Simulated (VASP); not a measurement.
# GaP (F-43m) in VASP: notebook

GaP is run at these levels: r2SCAN, HSE06; tasks: single point.

Everything below comes from runs of VASP 6.6.1. Logs are shortened: lines on timing, memory, paths and dates and some standing lists are left out, and cuts for length are marked.

## (1) The cell of the first run

The structure is cubic, space group F-43m (No. 216). Conventional cell: a = 5.451 Å, b = 5.451 Å, c = 5.451 Å, α = 90.00°, β = 90.00°, γ = 90.00°. Within 3.1 Å of Ga (site symmetry -43m) lie 4 P at 2.36 Å. P (site symmetry -43m) has 4 Ga at 2.36 Å within 3.1 Å.

## (2) Single point, r2SCAN

Input file POSCAR:

```
GaP
1.0
    0.0000000000      2.7253992957      2.7253992957
    2.7253992957      0.0000000000      2.7253992957
    2.7253992957      2.7253992957      0.0000000000
Ga P
1 1
Direct
    0.0000000000      0.0000000000      0.0000000000
    0.2500000000      0.2500000000      0.2500000000
```

Input file INCAR.step1:

```
SYSTEM = GaP
PREC = Accurate
ENCUT = 520
ISMEAR = 0
SIGMA = 0.01
LREAL = .FALSE.
LASPH = .TRUE.
NELM = 60
ISYM = 0
NBANDS = 16
GGA = PE
ALGO = Normal
EDIFF = 1E-4
LWAVE = .TRUE.
LCHARG = .FALSE.
```

Input file INCAR.step2:

```
SYSTEM = GaP
PREC = Accurate
ENCUT = 520
EDIFF = 1E-6
ISMEAR = 0
SIGMA = 0.01
LREAL = .FALSE.
LASPH = .TRUE.
NELM = 60
ALGO = Normal
ISIF = 2
LWAVE = .FALSE.
LCHARG = .TRUE.
METAGGA = R2SCAN
LMIXTAU = .TRUE.
LELF = .TRUE.
LVHAR = .TRUE.
ISYM = 0
NBANDS = 16
ISTART = 1
```

Input file KPOINTS:

```
Automatic mesh
0
Gamma
  6 6 6
  0.5 0.5 0.5
```

Potentials or basis: VASP PAW PBE potentials, release 64 (Ga_d, P).

Command:

```bash
cat potpaw_PBE.64/Ga_d/POTCAR potpaw_PBE.64/P/POTCAR > POTCAR
cp INCAR.step1 INCAR
mpirun -np 1 vasp_std > vasp.out
cp INCAR.step2 INCAR
mpirun -np 1 vasp_std > vasp.out
```

OUTCAR:

```text
SYSTEM = GaP
   PREC = Accurate
   ENCUT = 520
   EDIFF = 1E-6
   ISMEAR = 0
   LREAL = .FALSE.
   LASPH = .TRUE.
   NELM = 60
   ISIF = 2
   METAGGA = R2SCAN
   ISYM = 0
   ISTART = 1

 ion  position               nearest neighbor table
   1  0.000  0.000  0.000-   2 2.36   2 2.36   2 2.36   2 2.36
   2  0.250  0.250  0.250-   1 2.36   1 2.36   1 2.36   1 2.36

IMPORTANT INFORMATION: All symmetrisations will be switched off!
NOSYMM: (Re-)initialisation of all symmetry stuff for point group C_1.

----------------------------------------------------------------------------------------

                                     Primitive cell

  volume of cell :      40.4874

  direct lattice vectors                    reciprocal lattice vectors
     0.000000000  2.725399296  2.725399296    -0.183459356  0.183459356  0.183459356
     2.725399296  0.000000000  2.725399296     0.183459356 -0.183459356  0.183459356
     2.725399296  2.725399296  0.000000000     0.183459356  0.183459356 -0.183459356

  length of vectors
     3.854296647  3.854296647  3.854296647     0.317760926  0.317760926  0.317760926

  position of ions in fractional coordinates (direct lattice)
     0.000000000  0.000000000  0.000000000
     0.250000000  0.250000000  0.250000000

  ion indices of the primitive-cell ions
   primitive index   ion index
                 1           1
                 2           2

----------------------------------------------------------------------------------------

 KPOINTS: Automatic mesh

Automatic generation of k-mesh.
 Grid dimensions read from file:
 generate k-points for:    6    6    6

 Generating k-lattice:

  Cartesian coordinates                     Fractional coordinates (reciprocal lattice)
    -0.030576559  0.030576559  0.030576559     0.166666667  0.000000000  0.000000000
     0.030576559 -0.030576559  0.030576559     0.000000000  0.166666667  0.000000000
     0.030576559  0.030576559 -0.030576559     0.000000000  0.000000000  0.166666667

  Length of vectors
     0.052960154  0.052960154  0.052960154

  Shift w.r.t. Gamma in fractional coordinates (k-lattice)
     0.500000000  0.500000000  0.500000000

 Subroutine IBZKPT returns following result:
 ===========================================

 Found    432 irreducible k-points:

 Following reciprocal coordinates:
            Coordinates               Weight
  0.083333  0.083333  0.083333      2.000000
  0.083333  0.000000  0.000000      2.000000
  0.000000  0.000000 -0.083333      2.000000
  0.000000  0.083333  0.000000      2.000000
  0.250000  0.083333  0.083333      2.000000
  0.083333  0.250000  0.083333      2.000000
[... 16 lines left out ...]
  0.000000  0.333333 -0.083333      2.000000
  0.333333  0.000000 -0.083333      2.000000
 [... further k-points ...]
   k-points           NKPTS =    432   k-points in BZ     NKDIM =    432   number of bands    NBANDS=     16
   number of dos      NEDOS =    301   number of ions     NIONS =      2
   total plane-waves  NPLWV =  27000
   dimension x,y,z NGX =    30 NGY =   30 NGZ =   30
   dimension x,y,z NGXF=    60 NGYF=   60 NGZF=   60
   ions per type =               1   1
   NGX,Y,Z   is equivalent  to a cutoff of  12.94, 12.94, 12.94 a.u.
   NGXF,Y,Z  is equivalent  to a cutoff of  25.88, 25.88, 25.88 a.u.
 SYSTEM =  GaP
   PREC   = accura    normal or accurate (medium, high low for compatibility)
   ISTART =      1    job   : 0-new  1-cont  2-samecut
   ICHARG =      0    charge: 1-file 2-atom 10-const
   ISPIN  =      1    spin polarized calculation?
   LNONCOLLINEAR =      F non collinear calculations
   LSORBIT =      F    spin-orbit coupling
   LASPH  =      T    aspherical Exc in radial PAW
   ENCUT  =  520.0 eV  38.22 Ry    6.18 a.u.   7.17  7.17  7.17*2*pi/ulx,y,z
   NELM   =     60;   NELMIN=  2; NELMDL=  0     # of ELM steps
   EDIFF  = 0.1E-05   stopping-criterion for ELM
   LREAL  =      F    real-space projection
   EDIFFG = 0.1E-04   stopping-criterion for IOM
   NSW    =      0    number of steps for IOM
   IBRION =     -1    ionic relax: 0-MD 1-quasi-New 2-CG
   NFREE  =      0    steps in history (QN), initial steepest desc. (CG)
   ISIF   =      2    stress and relaxation
   ISYM   =      0    0-nonsym 1-usesym 2-fastsym
   POTIM  = 0.5000    time-step for ionic-motion
   TEBEG  =    0.0;   TEEND  =   0.0 temperature during run
   PSTRESS=    0.0 pullay stress
   NELECT =      18.0000    total number of electrons
   NUPDOWN=      -1.0000    fix difference up-down
   EMIN   =  10.00;   EMAX   =-10.00  energy-range for DOS
   EFERMI =   0.00;   METHOD = LEGACY
   ISMEAR =     0;   SIGMA  =   0.01  broadening in eV -4-tet -1-fermi 0-gaus
   EFERMI_NEDOS =   21; number of points for ismear=-14 and -15
   IALGO  =     38    algorithm
   IMIX   =      4    mixing-type and parameters
     AMIX     =   0.40;   BMIX     =  1.00
     AMIX_MAG =   1.60;   BMIX_MAG =  1.00
  volume/ion in A,a.u.               =      20.24       136.61
  Fermi-wavevector in a.u.,A,eV,Ry     =   1.249469  2.361154 21.241049  1.561173
  Thomas-Fermi vector in A             =   2.383508
   LORBIT       =      0    0 simple, 1 ext, 2 COOP (PROOUT), +10 PAW based schemes
   METAGGA = R2SCAN    functional components
   LHFCALC =     F    Hartree Fock is set to
   AEXX    =    0.0000 exact exchange contribution
   IVDW    =     0    specifies the selected vdW correction
   LEPSILON=     F    determine dielectric tensor
   LRPA    =     F    only Hartree local field effects (RPA)
 non-spin polarized calculation
 Gauss-broadening in eV      SIGMA  =   0.01
  energy-cutoff  :      520.00
  volume of cell :       40.49
 maximum number of plane-waves:      1100
 NGX is ok and might be reduce to    30
   NGX = 15   NGY = 15   NGZ = 15

 number of electron      17.9999989 magnetization

 Free energy of the ion-electron system (eV)
  ---------------------------------------------------
  ext. energy  EPLUGINS =         0.00000000
  ---------------------------------------------------
  free energy    TOTEN  =       -21.46497972 eV

  energy without entropy =      -21.46497972  energy(sigma->0) =      -21.46497972

 E-fermi :   4.3966     XC(G=0): -10.5485

 val. band max:        4.3450675647   @ k =   0.0833   0.0000   0.0000
 cond. band min:       6.5049853296   @ k =   0.0833  -0.4167  -0.4167
 fundamental gap:      2.1599177650
 Fermi energy:         4.3966022863

 k-point     1 :       0.0833    0.0833    0.0833
  band No.  band energies     occupation
      1     -10.5359      2.00000
      2     -10.5260      2.00000
      3     -10.5260      2.00000
      4     -10.4146      2.00000
      5     -10.4146      2.00000
      6      -8.4653      2.00000
[... 8 lines left out ...]
     15      14.3748      0.00000
     16      14.3772      0.00000

 k-point     2 :       0.0833    0.0000    0.0000
  band No.  band energies     occupation
      1     -10.5359      2.00000
      2     -10.5260      2.00000
      3     -10.5259      2.00000
      4     -10.4146      2.00000
      5     -10.4146      2.00000
      6      -8.4653      2.00000
[... 8 lines left out ...]
     15      14.3748      0.00000
     16      14.3772      0.00000

 k-point     3 :       0.0000    0.0000   -0.0833
  band No.  band energies     occupation
      1     -10.5359      2.00000
      2     -10.5260      2.00000
      3     -10.5259      2.00000
      4     -10.4146      2.00000
      5     -10.4146      2.00000
      6      -8.4653      2.00000
[... 8 lines left out ...]
     15      14.3748      0.00000
     16      14.3772      0.00000

 k-point     4 :       0.0000    0.0833    0.0000
  band No.  band energies     occupation
      1     -10.5359      2.00000
      2     -10.5260      2.00000
      3     -10.5259      2.00000
      4     -10.4146      2.00000
      5     -10.4146      2.00000
      6      -8.4653      2.00000
[... 8 lines left out ...]
     15      14.3748      0.00000
     16      14.3772      0.00000

 k-point     5 :       0.2500    0.0833    0.0833
  band No.  band energies     occupation
      1     -10.5684      2.00000
      2     -10.5169      2.00000
      3     -10.5130      2.00000
      4     -10.4170      2.00000
      5     -10.4118      2.00000
      6      -7.9747      2.00000
[... 8 lines left out ...]
     15      14.3806      0.00000
     16      15.8037      0.00000

 k-point     6 :       0.0833    0.2500    0.0833
  band No.  band energies     occupation
      1     -10.5684      2.00000
      2     -10.5169      2.00000
      3     -10.5130      2.00000
      4     -10.4170      2.00000
      5     -10.4118      2.00000
      6      -7.9747      2.00000
[... 8 lines left out ...]
     15      14.3806      0.00000
     16      15.8037      0.00000

 k-point     7 :       0.0833    0.0833    0.2500
  band No.  band energies     occupation
      1     -10.5684      2.00000
      2     -10.5169      2.00000
      3     -10.5130      2.00000
      4     -10.4170      2.00000
      5     -10.4118      2.00000
      6      -7.9747      2.00000
[... 8 lines left out ...]
     15      14.3806      0.00000
     16      15.8037      0.00000

 k-point     8 :       0.0833    0.0000   -0.1667
  band No.  band energies     occupation
      1     -10.5684      2.00000
      2     -10.5169      2.00000
      3     -10.5130      2.00000
      4     -10.4170      2.00000
      5     -10.4118      2.00000
      6      -7.9747      2.00000
[... 8 lines left out ...]
     15      14.3806      0.00000
     16      15.8037      0.00000

 k-point     9 :       0.2500    0.1667    0.1667
  band No.  band energies     occupation
      1     -10.5684      2.00000
      2     -10.5169      2.00000
      3     -10.5130      2.00000
      4     -10.4170      2.00000
      5     -10.4118      2.00000
      6      -7.9747      2.00000
[... 8 lines left out ...]
     15      14.3806      0.00000
     16      15.8037      0.00000
[... 172 lines left out ...]
 k-point    19 :       0.0833    0.0833    0.4167
  band No.  band energies     occupation
      1     -10.6087      2.00000
      2     -10.5027      2.00000
      3     -10.5018      2.00000
      4     -10.4130      2.00000
      5     -10.4087      2.00000
      6      -6.9308      2.00000
[... 8 lines left out ...]
     15      15.1971      0.00000
     16      16.4185      0.00000

 k-point    20 :       0.0833    0.0000   -0.3333
  band No.  band energies     occupation
      1     -10.6087      2.00000
      2     -10.5027      2.00000
      3     -10.5018      2.00000
      4     -10.4130      2.00000
      5     -10.4087      2.00000
      6      -6.9308      2.00000
[... 8 lines left out ...]
     15      15.1971      0.00000
     16      16.4185      0.00000

 k-point    21 :       0.4167    0.3333    0.3333
  band No.  band energies     occupation
      1     -10.6087      2.00000
      2     -10.5027      2.00000
      3     -10.5018      2.00000
      4     -10.4130      2.00000
      5     -10.4087      2.00000
      6      -6.9308      2.00000
[... 8 lines left out ...]
     15      15.1970      0.00000
     16      16.4185      0.00000

 k-point    22 :       0.0833   -0.3333    0.0000
  band No.  band energies     occupation
      1     -10.6087      2.00000
      2     -10.5027      2.00000
      3     -10.5018      2.00000
      4     -10.4130      2.00000
      5     -10.4087      2.00000
      6      -6.9308      2.00000
[... 8 lines left out ...]
     15      15.1971      0.00000
     16      16.4185      0.00000

 k-point    23 :       0.0000    0.3333   -0.0833
  band No.  band energies     occupation
      1     -10.6087      2.00000
      2     -10.5027      2.00000
      3     -10.5018      2.00000
      4     -10.4130      2.00000
      5     -10.4087      2.00000
      6      -6.9308      2.00000
[... 8 lines left out ...]
     15      15.1971      0.00000
     16      16.4185      0.00000

 k-point    24 :       0.3333    0.0000   -0.0833
  band No.  band energies     occupation
      1     -10.6087      2.00000
      2     -10.5027      2.00000
      3     -10.5018      2.00000
      4     -10.4130      2.00000
      5     -10.4087      2.00000
      6      -6.9308      2.00000
[... 8 lines left out ...]
     15      15.1971      0.00000
     16      16.4185      0.00000

 [... further k-points ...]
[... 5 lines left out ...]
  --------------------------------------------------------------------------------------
  -------------------------------------------------------------------------------------
  Total       -0.0067309     -0.0067313     -0.0067324     -0.0003917     -0.0003926     -0.0003916
  in kB       -0.2663567     -0.2663716     -0.2664168     -0.0154996     -0.0155362     -0.0154980
  external PRESSURE =      -0.2663817 kB  Pullay stress =       0.0000000 kB

 VOLUME and BASIS-vectors are now :
 -----------------------------------------------------------------------------
  energy-cutoff  :      520.00
  volume of cell :       40.49
      direct lattice vectors                 reciprocal lattice vectors
     0.000000000  2.725399296  2.725399296    -0.183459356  0.183459356  0.183459356
     2.725399296  0.000000000  2.725399296     0.183459356 -0.183459356  0.183459356
     2.725399296  2.725399296  0.000000000     0.183459356  0.183459356 -0.183459356

 POSITION                                       TOTAL-FORCE (eV/Angst)
 -----------------------------------------------------------------------------------
      0.00000      0.00000      0.00000         0.000146      0.000146      0.000146
      1.36270      1.36270      1.36270        -0.000146     -0.000146     -0.000146
 -----------------------------------------------------------------------------------
    total drift:                                0.000030      0.000030      0.000030

  FREE ENERGIE OF THE ION-ELECTRON SYSTEM (eV)
  ---------------------------------------------------
  free  energy   TOTEN  =       -21.4649797182 eV

  energy  without entropy=      -21.4649797182  energy(sigma->0) =      -21.46497972
```

Run time: 14 min. Hardware: 1 thread of Intel Xeon Platinum 8488C (Sapphire Rapids), shared host; peak memory 0.38 GiB.

Results:

```yaml
Free_energy: -21.4650 eV
Pressure: 0.0 GPa
Band_gap_on_the_k_mesh: 2.16 eV, indirect (least direct gap 2.90 eV)
```

Caveat: the PAW data sets were made with another functional, which shifts forces and pressure a little. A k mesh can miss the band edges.

## (3) Single point, HSE06

POSCAR is that of step 2.

Input file INCAR.step1:

```
ALGO = Normal ; EDIFF = 1E-5
ENCUT = 520 ; GGA = PE
ISIF = 2 ; ISMEAR = 0
LASPH = True ; LCHARG = False
LREAL = False ; LWAVE = True
NBANDS = 16 ; NELM = 80
PREC = Accurate ; SIGMA = 0.01
```

Input file INCAR.step2:

```
ALGO = Normal ; EDIFF = 1E-6
ENCUT = 520 ; GGA = PE
HFSCREEN = 0.2079 ; ISIF = 2
ISMEAR = 0 ; ISTART = 1
LASPH = True ; LCHARG = False
LHFCALC = True ; LREAL = False
LWAVE = False ; NBANDS = 16
NELM = 80 ; PREC = Accurate
PRECFOCK = Normal ; SIGMA = 0.01
```

Input file KPOINTS:

```
k-points
0
Gamma
  4 4 4
```

Potentials or basis: VASP PAW PBE potentials, release 64 (Ga_d, P).

Command:

```bash
cat potpaw_PBE.64/Ga_d/POTCAR potpaw_PBE.64/P/POTCAR > POTCAR
cp INCAR.step1 INCAR
mpirun -np 1 vasp_std > vasp.out
cp INCAR.step2 INCAR
mpirun -np 1 vasp_std > vasp.out
```

OUTCAR:

```text
EDIFF = 1E-6
   ENCUT = 520
   GGA = PE
   HFSCREEN = 0.2079
   ISIF = 2
   ISMEAR = 0
   ISTART = 1
   LASPH = True
   LHFCALC = True
   LREAL = False
   NELM = 80
   PREC = Accurate
   PRECFOCK = Normal

 ion  position               nearest neighbor table
   1  0.000  0.000  0.000-   2 2.36   2 2.36   2 2.36   2 2.36
   2  0.250  0.250  0.250-   1 2.36   1 2.36   1 2.36   1 2.36

  LATTYP: Found a face centered cubic cell.
[... 330 lines left out ...]
     15      17.5291      0.00000
     16      19.4435      0.00000

------------------------ aborting loop because EDIFF is reached ----------------------------------------

  FORCE on cell =-STRESS in cart. coord.  units (eV):
  Direction    XX          YY          ZZ          XY          YZ          ZX
  --------------------------------------------------------------------------------------
  -------------------------------------------------------------------------------------
  Total        0.2422530      0.2422530      0.2422530      0.0000000      0.0000000      0.0000000
  in kB        9.5864832      9.5864832      9.5864832      0.0000000      0.0000000      0.0000000
  external PRESSURE =       9.5864832 kB  Pullay stress =       0.0000000 kB

 VOLUME and BASIS-vectors are now :
 -----------------------------------------------------------------------------
  energy-cutoff  :      520.00
  volume of cell :       40.49
      direct lattice vectors                 reciprocal lattice vectors
     0.000000000  2.725399296  2.725399296    -0.183459356  0.183459356  0.183459356
     2.725399296  0.000000000  2.725399296     0.183459356 -0.183459356  0.183459356
     2.725399296  2.725399296  0.000000000     0.183459356  0.183459356 -0.183459356

 POSITION                                       TOTAL-FORCE (eV/Angst)
 -----------------------------------------------------------------------------------
      0.00000      0.00000      0.00000         0.000000      0.000000     -0.000000
      1.36270      1.36270      1.36270        -0.000000     -0.000000      0.000000
 -----------------------------------------------------------------------------------
    total drift:                               -0.000060     -0.000070     -0.000051

  FREE ENERGIE OF THE ION-ELECTRON SYSTEM (eV)
  ---------------------------------------------------
  free  energy   TOTEN  =       -10.6679154938 eV

  energy  without entropy=      -10.6679154938  energy(sigma->0) =      -10.66791549
```

Wall time 5 min (1 thread of Intel Xeon Platinum 8488C (Sapphire Rapids), shared host); peak memory 0.27 GiB.

What came out:

```yaml
Free_energy: -10.6679 eV
Pressure: 1.0 GPa
Band_gap_on_the_k_mesh: 2.31 eV, indirect (least direct gap 2.84 eV)
```

Caveat: the k points lie up to 0.50 Å⁻¹ apart; the PAW data sets were made with another functional, which shifts forces and pressure a little. A k mesh can miss the band edges.
